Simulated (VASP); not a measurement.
# InO3 (ReO3 type) (Pm-3m) in VASP: further runs, part 3 of 3

VASP 6.6.1. Earlier steps stand in the parts before.

## Step 4: Single point, PBE

This run uses another cell than the first one, of 19.06 Å³/atom, 1.041 times its volume.

INCAR reads:

```
SYSTEM = InO3
PREC = Accurate
ENCUT = 520
EDIFF = 1E-6
ISMEAR = -1
SIGMA = 0.06122561905347299
LREAL = .FALSE.
LASPH = .TRUE.
NELM = 100
ALGO = Normal
ISIF = 2
LWAVE = .FALSE.
LCHARG = .FALSE.
GGA = PE
NBANDS = 24
```

KPOINTS reads:

```
Automatic mesh
0
G
  13 13 13
  0 0 0
```

POSCAR reads:

```
InO3
1.0
    4.2404344675      0.0000000000      0.0000000000
    0.0000000000      4.2404344675      0.0000000000
    0.0000000000      0.0000000000      4.2404344675
In O
1 3
Direct
    0.0000000000      0.0000000000      0.0000000000
    0.5000000000      0.0000000000      0.0000000000
    0.0000000000      0.5000000000      0.0000000000
    0.0000000000      0.0000000000      0.5000000000
```

Potentials or basis: VASP PAW PBE potentials, release 64 (In_d, O).

Command:

```console
$ cat potpaw_PBE.64/In_d/POTCAR potpaw_PBE.64/O/POTCAR > POTCAR
$ mpirun -np 1 vasp_std > vasp.out
```

OUTCAR:

```text
SYSTEM = InO3
   PREC = Accurate
   ENCUT = 520
   EDIFF = 1E-6
   ISMEAR = -1
   LREAL = .FALSE.
   LASPH = .TRUE.
   NELM = 100
   ISIF = 2
   GGA = PE

 ion  position               nearest neighbor table
   1  0.000  0.000  0.000-   2 2.12   3 2.12   4 2.12   4 2.12   3 2.12   2 2.12
   2  0.500  0.000  0.000-   1 2.12   1 2.12
   3  0.000  0.500  0.000-   1 2.12   1 2.12
   4  0.000  0.000  0.500-   1 2.12   1 2.12

  LATTYP: Found a simple cubic cell.
 ALAT       =     4.2404344675

  Lattice vectors:

 A1 = (   4.2404344675,   0.0000000000,   0.0000000000)
 A2 = (   0.0000000000,   4.2404344675,   0.0000000000)
 A3 = (   0.0000000000,   0.0000000000,   4.2404344675)

Analysis of symmetry for initial positions (statically):
=====================================================================
 Subroutine PRICEL returns:
 Original cell was already a primitive cell.

 Routine SETGRP: Setting up the symmetry group for a
 simple cubic supercell.

 Subroutine GETGRP returns: Found 48 space group operations
 (whereof 48 operations were pure point group operations)
 out of a pool of 48 trial point group operations.

The static configuration has the point symmetry O_h .

Analysis of symmetry for dynamics (positions and initial velocities):
=====================================================================
 Subroutine PRICEL returns:
 Original cell was already a primitive cell.

 Routine SETGRP: Setting up the symmetry group for a
 simple cubic supercell.

 Subroutine GETGRP returns: Found 48 space group operations
 (whereof 48 operations were pure point group operations)
 out of a pool of 48 trial point group operations.

The dynamic configuration has the point symmetry O_h .

 Subroutine INISYM returns: Found 48 space group operations
 (whereof 48 operations are pure point group operations),
 and found     1 'primitive' translations

----------------------------------------------------------------------------------------

                                     Primitive cell

  volume of cell :      76.2485

  direct lattice vectors                    reciprocal lattice vectors
     4.240434468  0.000000000  0.000000000     0.235824892  0.000000000  0.000000000
     0.000000000  4.240434468  0.000000000     0.000000000  0.235824892  0.000000000
     0.000000000  0.000000000  4.240434468     0.000000000  0.000000000  0.235824892

  length of vectors
     4.240434468  4.240434468  4.240434468     0.235824892  0.235824892  0.235824892

  position of ions in fractional coordinates (direct lattice)
     0.000000000  0.000000000  0.000000000
     0.500000000  0.000000000  0.000000000
     0.000000000  0.500000000  0.000000000
     0.000000000  0.000000000  0.500000000

  ion indices of the primitive-cell ions
   primitive index   ion index
                 1           1
                 2           2
                 3           3
                 4           4

----------------------------------------------------------------------------------------

 KPOINTS: Automatic mesh

Automatic generation of k-mesh.
 Grid dimensions read from file:
 generate k-points for:   13   13   13

 Generating k-lattice:

  Cartesian coordinates                     Fractional coordinates (reciprocal lattice)
     0.018140376  0.000000000  0.000000000     0.076923077  0.000000000  0.000000000
     0.000000000  0.018140376  0.000000000     0.000000000  0.076923077  0.000000000
     0.000000000  0.000000000  0.018140376     0.000000000  0.000000000  0.076923077

  Length of vectors
     0.018140376  0.018140376  0.018140376

  Shift w.r.t. Gamma in fractional coordinates (k-lattice)
     0.000000000  0.000000000  0.000000000

 Subroutine IBZKPT returns following result:
 ===========================================

 Found     84 irreducible k-points:

 Following reciprocal coordinates:
            Coordinates               Weight
  0.000000  0.000000  0.000000      1.000000
  0.076923  0.000000  0.000000      6.000000
  0.153846  0.000000  0.000000      6.000000
  0.230769  0.000000  0.000000      6.000000
  0.307692  0.000000  0.000000      6.000000
  0.384615  0.000000  0.000000      6.000000
[... 16 lines left out ...]
  0.307692  0.307692  0.000000     12.000000
  0.384615  0.307692  0.000000     24.000000
 [... further k-points ...]
   k-points           NKPTS =     84   k-points in BZ     NKDIM =     84   number of bands    NBANDS=     24
   number of dos      NEDOS =    301   number of ions     NIONS =      4
   total plane-waves  NPLWV =  32768
   dimension x,y,z NGX =    32 NGY =   32 NGZ =   32
   dimension x,y,z NGXF=    64 NGYF=   64 NGZF=   64
   ions per type =               1   3
   NGX,Y,Z   is equivalent  to a cutoff of  12.55, 12.55, 12.55 a.u.
   NGXF,Y,Z  is equivalent  to a cutoff of  25.09, 25.09, 25.09 a.u.
 SYSTEM =  InO3
   PREC   = accura    normal or accurate (medium, high low for compatibility)
   ISTART =      0    job   : 0-new  1-cont  2-samecut
   ICHARG =      2    charge: 1-file 2-atom 10-const
   ISPIN  =      1    spin polarized calculation?
   LNONCOLLINEAR =      F non collinear calculations
   LSORBIT =      F    spin-orbit coupling
   LASPH  =      T    aspherical Exc in radial PAW
   ENCUT  =  520.0 eV  38.22 Ry    6.18 a.u.   7.88  7.88  7.88*2*pi/ulx,y,z
   NELM   =    100;   NELMIN=  2; NELMDL= -5     # of ELM steps
   EDIFF  = 0.1E-05   stopping-criterion for ELM
   LREAL  =      F    real-space projection
   EDIFFG = 0.1E-04   stopping-criterion for IOM
   NSW    =      0    number of steps for IOM
   IBRION =     -1    ionic relax: 0-MD 1-quasi-New 2-CG
   NFREE  =      0    steps in history (QN), initial steepest desc. (CG)
   ISIF   =      2    stress and relaxation
   ISYM   =      2    0-nonsym 1-usesym 2-fastsym
   POTIM  = 0.5000    time-step for ionic-motion
   TEBEG  =    0.0;   TEEND  =   0.0 temperature during run
   PSTRESS=    0.0 pullay stress
   NELECT =      31.0000    total number of electrons
   NUPDOWN=      -1.0000    fix difference up-down
   EMIN   =  10.00;   EMAX   =-10.00  energy-range for DOS
   EFERMI =   0.00;   METHOD = LEGACY
   ISMEAR =    -1;   SIGMA  =   0.06  broadening in eV -4-tet -1-fermi 0-gaus
   EFERMI_NEDOS =   21; number of points for ismear=-14 and -15
   IALGO  =     38    algorithm
   IMIX   =      4    mixing-type and parameters
     AMIX     =   0.40;   BMIX     =  1.00
     AMIX_MAG =   1.60;   BMIX_MAG =  1.00
  volume/ion in A,a.u.               =      19.06       128.64
  Fermi-wavevector in a.u.,A,eV,Ry     =   1.212788  2.291838 20.012207  1.470856
  Thomas-Fermi vector in A             =   2.348261
   LORBIT       =      0    0 simple, 1 ext, 2 COOP (PROOUT), +10 PAW based schemes
   GGA     = PE    functional components
   LHFCALC =     F    Hartree Fock is set to
   AEXX    =    0.0000 exact exchange contribution
   IVDW    =     0    specifies the selected vdW correction
   LEPSILON=     F    determine dielectric tensor
   LRPA    =     F    only Hartree local field effects (RPA)
 non-spin polarized calculation
  energy-cutoff  :      520.00
  volume of cell :       76.25
 maximum number of plane-waves:      2103
 NGX is ok and might be reduce to    32
   NGX = 15   NGY = 15   NGZ = 15

 number of electron      31.0000002 magnetization

 Free energy of the ion-electron system (eV)
  ---------------------------------------------------
  ext. energy  EPLUGINS =         0.00000000
  ---------------------------------------------------
  free energy    TOTEN  =       -16.22225930 eV

  energy without entropy =      -16.10373656  energy(sigma->0) =      -16.16299793

 E-fermi :  -1.4252     XC(G=0):  -8.0582

 val. band max:       -1.4252195158   @ k =   0.4615   0.3077   0.0769
 cond. band min:      -1.4133889119   @ k =   0.4615   0.2308   0.2308
 fundamental gap:      0.0118306039
 Fermi energy:        -1.4251987472

 k-point     1 :       0.0000    0.0000    0.0000
  band No.  band energies     occupation
      1     -18.0921      2.00000
      2     -17.7020      2.00000
      3     -17.7020      2.00000
      4     -12.9698      2.00000
      5     -12.9698      2.00000
      6     -12.9698      2.00000
[... 637 lines left out ...]
     23      12.2836      0.00000
     24      13.4402      0.00000

 [... further k-points ...]

------------------------ aborting loop because EDIFF is reached ----------------------------------------

  FORCE on cell =-STRESS in cart. coord.  units (eV):
  Direction    XX          YY          ZZ          XY          YZ          ZX
  --------------------------------------------------------------------------------------
  -------------------------------------------------------------------------------------
  Total       -0.5080819     -0.5080819     -0.5080819     -0.0000000      0.0000000     -0.0000000
  in kB      -10.6761151    -10.6761151    -10.6761151     -0.0000000      0.0000000     -0.0000000
  external PRESSURE =     -10.6761151 kB  Pullay stress =       0.0000000 kB

 VOLUME and BASIS-vectors are now :
 -----------------------------------------------------------------------------
  energy-cutoff  :      520.00
  volume of cell :       76.25
      direct lattice vectors                 reciprocal lattice vectors
     4.240434468  0.000000000  0.000000000     0.235824892  0.000000000  0.000000000
     0.000000000  4.240434468  0.000000000     0.000000000  0.235824892  0.000000000
     0.000000000  0.000000000  4.240434468     0.000000000  0.000000000  0.235824892

 POSITION                                       TOTAL-FORCE (eV/Angst)
 -----------------------------------------------------------------------------------
      0.00000      0.00000      0.00000         0.000000      0.000000      0.000000
      2.12022      0.00000      0.00000         0.000000      0.000000      0.000000
      0.00000      2.12022      0.00000         0.000000      0.000000      0.000000
      0.00000      0.00000      2.12022         0.000000      0.000000      0.000000
 -----------------------------------------------------------------------------------
    total drift:                                0.000000      0.000000     -0.000000

  FREE ENERGIE OF THE ION-ELECTRON SYSTEM (eV)
  ---------------------------------------------------
  free  energy   TOTEN  =       -16.2222592979 eV

  energy  without entropy=      -16.1037365607  energy(sigma->0) =      -16.16299793
```

OSZICAR:

```text
N       E                     dE             d eps       ncg     rms          rms(c)
DAV:   1     0.305317711630E+03    0.30532E+03   -0.14524E+04  4064   0.141E+03
DAV:   2     0.158781853167E+02   -0.28944E+03   -0.26697E+03  4736   0.409E+02
DAV:   3    -0.164254064437E+02   -0.32304E+02   -0.31251E+02  4800   0.131E+02
DAV:   4    -0.175394890146E+02   -0.11141E+01   -0.11080E+01  4824   0.274E+01
DAV:   5    -0.175885872983E+02   -0.49098E-01   -0.49087E-01  5688   0.553E+00    0.946E+00
DAV:   6    -0.162199719648E+02    0.13686E+01   -0.34636E+00  6016   0.304E+01    0.592E+00
DAV:   7    -0.162246417299E+02   -0.46698E-02   -0.26071E-01  4184   0.451E+00    0.198E+00
DAV:   8    -0.162209908417E+02    0.36509E-02   -0.13178E-02  5080   0.129E+00    0.741E-01
DAV:   9    -0.162219451244E+02   -0.95428E-03   -0.41204E-03  5600   0.878E-01    0.963E-02
DAV:  10    -0.162222570551E+02   -0.31193E-03   -0.62641E-04  5792   0.231E-01    0.658E-02
DAV:  11    -0.162222576086E+02   -0.55346E-06   -0.14322E-05  5712   0.476E-02    0.428E-02
DAV:  12    -0.162222594647E+02   -0.18561E-05   -0.74450E-06  4720   0.459E-02    0.439E-03
DAV:  13    -0.162222592979E+02    0.16680E-06   -0.69993E-07  3344   0.675E-03
   1 F= -.16222259E+02 E0= -.16162998E+02  d E =-.118523E+00
```

stdout:

```text
POSCAR found type information on POSCAR InO
 POSCAR found :  2 types and       4 ions
 scaLAPACK will be used
 LDA part: xc-table for (Slater+PW92), standard interpolation
 POSCAR, INCAR and KPOINTS ok, starting setup
 FFT: planning ... GRIDC
 FFT: planning ... GRID_SOFT
 FFT: planning ... GRID
 WAVECAR not read
 entering main loop
```

Run time: 94 s. Hardware: 1 thread of AMD EPYC 9R45 (Zen 5), shared host; peak memory 0.22 GiB.

What came out:

| Quantity | Value |
| --- | --- |
| Free energy | -16.2223 eV |
| Pressure | -1.1 GPa |

Caveat: spin-orbit coupling is left out, which moves the levels of the heavy elements; an odd number of electrons without spin polarisation forces a metal; a magnetic or distorted state may lie lower.

## Step 5: Single point, PBE

This run uses another cell than the first one, of 19.06 Å³/atom, 1.041 times its volume.

INCAR reads:

```
  PREC = Accurate
  ENCUT = 520
  EDIFF = 1E-6
  ISMEAR = -1
  SIGMA = 0.06122561905347299
  LREAL = F
  LASPH = T
  NELM = 100
  ALGO = Normal
  ISIF = 2
  LWAVE = F
  LCHARG = F
  GGA = PE
  NBANDS = 24
```

KPOINTS reads:

```
regular mesh
0
Gamma
  13 13 13
```

POSCAR is that of step 4.

Command:

```console
$ cat potpaw_PBE.64/In_d/POTCAR potpaw_PBE.64/O/POTCAR > POTCAR
$ mpirun -np 1 vasp_std > vasp.out
```

Wall time 1.9 min (1 thread of AMD EPYC 9R45 (Zen 5), shared host); peak memory 0.22 GiB.

The run converged. Its results:

- Free energy: -16.2223 eV
- Pressure: -1.1 GPa

Levels at points of the mesh, in eV from the Fermi level:
| k point | band 14 | band 15 | band 16 | band 17 | band 18 | band 19 |
| --- | --- | --- | --- | --- | --- | --- |
| (0.00, 0.00, 0.00) | -0.24 | -0.22 | -0.22 | -0.22 | 3.67 | 8.60 |

Caveat: spin-orbit coupling is left out, which moves the levels of the heavy elements; an odd number of electrons without spin polarisation forces a metal; a magnetic or distorted state may lie lower.

## Step 6: Single point, PBE

This run uses another cell than the first one, of 19.44 Å³/atom, 1.061 times its volume.

INCAR reads:

```
ALGO = Normal
EDIFF = 1E-6
ENCUT = 520
GGA = PE
ISIF = 2
ISMEAR = -1
LASPH = True
LCHARG = False
LREAL = False
LWAVE = False
NBANDS = 24
NELM = 100
PREC = Accurate
SIGMA = 0.06122561905347299
```

KPOINTS reads:

```
k-points
0
Gamma
  13 13 13
```

POSCAR reads:

```
InO3
1.0
    4.2679705278      0.0000000000      0.0000000000
    0.0000000000      4.2679705278      0.0000000000
    0.0000000000      0.0000000000      4.2679705278
In O
1 3
Direct
    0.0000000000      0.0000000000      0.0000000000
    0.5000000000      0.0000000000      0.0000000000
    0.0000000000      0.5000000000      0.0000000000
    0.0000000000      0.0000000000      0.5000000000
```

Potentials or basis: VASP PAW PBE potentials, release 64 (In_d, O).

Command:

```console
$ cat potpaw_PBE.64/In_d/POTCAR potpaw_PBE.64/O/POTCAR > POTCAR
$ mpirun -np 1 vasp_std > vasp.out
```

OUTCAR:

```text
EDIFF = 1E-6
   ENCUT = 520
   GGA = PE
   ISIF = 2
   ISMEAR = -1
   LASPH = True
   LREAL = False
   NELM = 100
   PREC = Accurate

 ion  position               nearest neighbor table
   1  0.000  0.000  0.000-   2 2.13   3 2.13   4 2.13   4 2.13   3 2.13   2 2.13
   2  0.500  0.000  0.000-   1 2.13   1 2.13
   3  0.000  0.500  0.000-   1 2.13   1 2.13
   4  0.000  0.000  0.500-   1 2.13   1 2.13

  LATTYP: Found a simple cubic cell.
 ALAT       =     4.2679705278

  Lattice vectors:

 A1 = (   4.2679705278,   0.0000000000,   0.0000000000)
 A2 = (   0.0000000000,   4.2679705278,   0.0000000000)
 A3 = (   0.0000000000,   0.0000000000,   4.2679705278)

Analysis of symmetry for initial positions (statically):
=====================================================================
 Subroutine PRICEL returns:
 Original cell was already a primitive cell.

 Routine SETGRP: Setting up the symmetry group for a
 simple cubic supercell.

 Subroutine GETGRP returns: Found 48 space group operations
 (whereof 48 operations were pure point group operations)
[... 165 lines left out ...]

  energy without entropy =      -16.08491351  energy(sigma->0) =      -16.14667228

 E-fermi :  -1.5455     XC(G=0):  -7.9776

 val. band max:       -1.5486637456   @ k =   0.3077   0.1538   0.1538
 cond. band min:      -1.5319915488   @ k =   0.4615   0.2308   0.2308
 fundamental gap:      0.0166721968
 Fermi energy:        -1.5454762926

 k-point     1 :       0.0000    0.0000    0.0000
  band No.  band energies     occupation
      1     -18.1351      2.00000
      2     -17.7576      2.00000
      3     -17.7576      2.00000
      4     -13.1065      2.00000
      5     -13.1065      2.00000
      6     -13.1065      2.00000
[... 637 lines left out ...]
     23      12.0384      0.00000
     24      13.1767      0.00000

 [... further k-points ...]

------------------------ aborting loop because EDIFF is reached ----------------------------------------

  FORCE on cell =-STRESS in cart. coord.  units (eV):
  Direction    XX          YY          ZZ          XY          YZ          ZX
  --------------------------------------------------------------------------------------
  -------------------------------------------------------------------------------------
  Total       -1.0660813     -1.0660813     -1.0660813     -0.0000000     -0.0000000      0.0000000
  in kB      -21.9703346    -21.9703346    -21.9703346     -0.0000000     -0.0000000      0.0000000
  external PRESSURE =     -21.9703346 kB  Pullay stress =       0.0000000 kB

 VOLUME and BASIS-vectors are now :
 -----------------------------------------------------------------------------
  energy-cutoff  :      520.00
  volume of cell :       77.74
      direct lattice vectors                 reciprocal lattice vectors
     4.267970528  0.000000000  0.000000000     0.234303399  0.000000000  0.000000000
     0.000000000  4.267970528  0.000000000     0.000000000  0.234303399  0.000000000
     0.000000000  0.000000000  4.267970528     0.000000000  0.000000000  0.234303399

 POSITION                                       TOTAL-FORCE (eV/Angst)
 -----------------------------------------------------------------------------------
      0.00000      0.00000      0.00000         0.000000      0.000000      0.000000
      2.13399      0.00000      0.00000         0.000000      0.000000      0.000000
      0.00000      2.13399      0.00000         0.000000      0.000000      0.000000
      0.00000      0.00000      2.13399         0.000000      0.000000      0.000000
 -----------------------------------------------------------------------------------
    total drift:                                0.000000      0.000000     -0.000000

  FREE ENERGIE OF THE ION-ELECTRON SYSTEM (eV)
  ---------------------------------------------------
  free  energy   TOTEN  =       -16.2084310449 eV

  energy  without entropy=      -16.0849135099  energy(sigma->0) =      -16.14667228
```

stdout:

```text
POSCAR found type information on POSCAR InO
 POSCAR found :  2 types and       4 ions
 scaLAPACK will be used
 LDA part: xc-table for (Slater+PW92), standard interpolation
 POSCAR, INCAR and KPOINTS ok, starting setup
 FFT: planning ... GRIDC
 FFT: planning ... GRID_SOFT
 FFT: planning ... GRID
 WAVECAR not read
 entering main loop
```

It took 88 s on 1 thread of AMD EPYC 9R45 (Zen 5), shared host; peak memory 0.22 GiB.

Results:

```yaml
Free_energy: -16.2084 eV
Pressure: -2.2 GPa
```

Caveat: spin-orbit coupling is left out, which moves the levels of the heavy elements; an odd number of electrons without spin polarisation forces a metal; a magnetic or distorted state may lie lower.

## Step 7: Overview

| cell | gap on the mesh (eV) | pressure (GPa) |
| --- | --- | --- |
| a = 4.184 Å, 4 atoms | none | 1.6 |
| a = 4.213 Å, 4 atoms | none | 0.2 |
| a = 4.240 Å, 4 atoms | none | -1.1 |
| a = 4.268 Å, 4 atoms | none | -2.2 |

Alike in all rows: task single point; level PBE; potentials or basis VASP PAW PBE potentials, release 64 (In_d, O); no spin polarisation; k mesh 13 × 13 × 13; cutoff (eV) 520; smearing fermi-dirac 0.0612256 eV.

Caveats: spin-orbit coupling is left out, which moves the levels of the heavy elements; an odd number of electrons without spin polarisation forces a metal; a magnetic or distorted state may lie lower.

Total energies depend on the potentials used, so only differences within one code and one set of settings carry meaning.
